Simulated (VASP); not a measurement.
Runs of VASP 6.6.1 on CdS. The structure is that of space group F-43m (No. 216), or close to it. The cells are those of the table. 

| cell | gap on the mesh (eV) | pressure (GPa) |
| --- | --- | --- |
| a = 4.113 Å, angles 60.0, 60.0, 90.0°, 2 atoms | 0.90 | (a) |
| a = 3.920 Å, angles 60.0, 60.0, 90.0°, 2 atoms | (c) | 10.0 |
| a = 4.001 Å, angles 60.0, 60.0, 90.0°, 2 atoms | 1.07 | (b) |
| a = 3.866 Å, angles 60.0, 60.0, 90.0°, 2 atoms | 1.26 | 15.1 |

Alike in all rows: task single point; level LDA; potentials or basis VASP PAW LDA potentials, release 64 (Cd_sv_GW, S); no spin polarisation; k mesh 8 × 8 × 8; cutoff (eV) 630; smearing gaussian 0.01 eV.

Problem. Fill in the values left out.

Solution. (a) -2.0; (b) 3.9; (c) 1.19.

Caveats: the cell stands under pressure (at least some runs).

A k mesh can miss the band edges, and the runs leave out spin-orbit coupling on Cd.
